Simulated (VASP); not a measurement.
A run of VASP 6.6.1:

The input INCAR:

```
SYSTEM = Ca2Br3
PREC = Accurate
ENCUT = 520
EDIFF = 1E-7
ISMEAR = 0
SIGMA = 0.1
LREAL = .FALSE.
LASPH = .TRUE.
NELM = 60
ALGO = Normal
ISIF = 2
LWAVE = .FALSE.
LCHARG = .FALSE.
GGA = PE
NBANDS = 28
```

File KPOINTS:

```
Automatic mesh
0
G
  6 6 6
  0 0 0
```

File POSCAR:

```
Ca2Br3
1.0
    2.2067030630      1.2740406075     10.0821821205
   -2.2067030630      1.2740406075     10.0821821205
    0.0000000000     -2.5480812149     10.0821821205
Ca Br
2 3
Direct
    0.3903165161      0.3903165161      0.3903165161
    0.6096834839      0.6096834839      0.6096834839
    0.0000000000      0.0000000000      0.0000000000
    0.2278682900      0.2278682900      0.2278682900
    0.7721317100      0.7721317100      0.7721317100
```

Potentials or basis: VASP PAW PBE potentials, release 64 (Ca_sv, Br).

Run with:

```sh
$ cat potpaw_PBE.64/Ca_sv/POTCAR potpaw_PBE.64/Br/POTCAR > POTCAR
$ mpirun -np 1 vasp_std > vasp.out
```

Hardware: 1 thread of AMD EPYC 7R13, on a shared host.

Task: How long does it take, and how much memory?

Result: Run time: 32 min on 1 thread of AMD EPYC 7R13, with other jobs on the host, peak memory 0.89 GiB. Counts: scf iterations 15, k points 32.
